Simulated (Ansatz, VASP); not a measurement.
**InPd: VASP beside Ansatz**

The input INCAR:

```
ALGO     = Fast           # electronic algorithm
EDIFF    = 1E-6           # SCF threshold, eV
ENCUT    = 520            # plane-wave cutoff, eV
GGA      = PS             # functional
ISIF     = 2              # what is computed and relaxed
ISMEAR   = 0              # smearing method
LASPH    = T              # aspherical terms in the spheres
LCHARG   = F              # write CHGCAR
LREAL    = F              # projectors in reciprocal space
LWAVE    = F              # write WAVECAR
NBANDS   = 18             # bands
NELM     = 60             # most SCF steps
PREC     = Accurate       # precision mode
SIGMA    = 0.15           # smearing width, eV
```

File KPOINTS:

```
k-points
0
Gamma
  14 14 14
```

The input POSCAR:

```
InPd
1.0
    3.2088053983      0.0000000000      0.0000000000
    0.0000000000      3.2088053983      0.0000000000
    0.0000000000      0.0000000000      3.3222750686
In Pd
1 1
Direct
   -0.0248370446      0.0000000000      0.0000000000
    0.5267970286      0.5000000000      0.5000000000
```

Input for Ansatz:

```yaml
crystal:
  lattice:
    - [3.2088053983, 0.0, 0.0]
    - [0.0, 3.2088053983, 0.0]
    - [0.0, 0.0, 3.3222750686]
  atoms:
    - { symbol: In, position: [-0.0248370446, 0.0, 0.0] }
    - { symbol: Pd, position: [0.5267970286, 0.5, 0.5] }
basis:
  ecutwfc: 420
kpoints:
  mp_grid: { grid: [14, 14, 14] }
hamiltonian:
  xc: pbesol
scf:
  occupations: { method: gaussian, width: 0.15 }
output:
  forces: true
  stress: true
  eigenvalues: true
```

Change from the starting cell: mode 4 frozen in at -0.087 Å, strain +e along z and -e/2 along x and y +0.0233.

Alike in both runs: task single point; functional PBEsol; k mesh 14 × 14 × 14; occupations gaussian, width 0.15 eV; no spin polarisation.

|  | VASP | Ansatz |
| --- | --- | --- |
| version | VASP 6.6.1 | Ansatz 0.2.0 |
| potentials or method | VASP PAW PBE potentials, release 64 (In_d, Pd), cutoff 520 eV | scalar-relativistic, plane waves, PAW |
| valence electrons in the cell | 23 | 31 |

```tsv
	VASP	Ansatz	Ansatz less VASP
gap on the k mesh at the Fermi level (eV)	none	none	-
pressure (GPa)	1.6	1.5	-0.11
traceless stress, the component that is largest in VASP (GPa)	0.65	0.65	-0.002
rms of the force components (eV/Å)	0.405	0.400	-0.0052
```

VASP's potentials were made for PBE, not for PBEsol. Atom by atom the forces differ by 0.005 eV/Å (rms over components). A gap of «none» marks a metal or a gap that the smearing closes. VASP's potentials hold 23 valence electrons a cell and Ansatz's 31, so a difference there can come from the potentials and not from the codes.
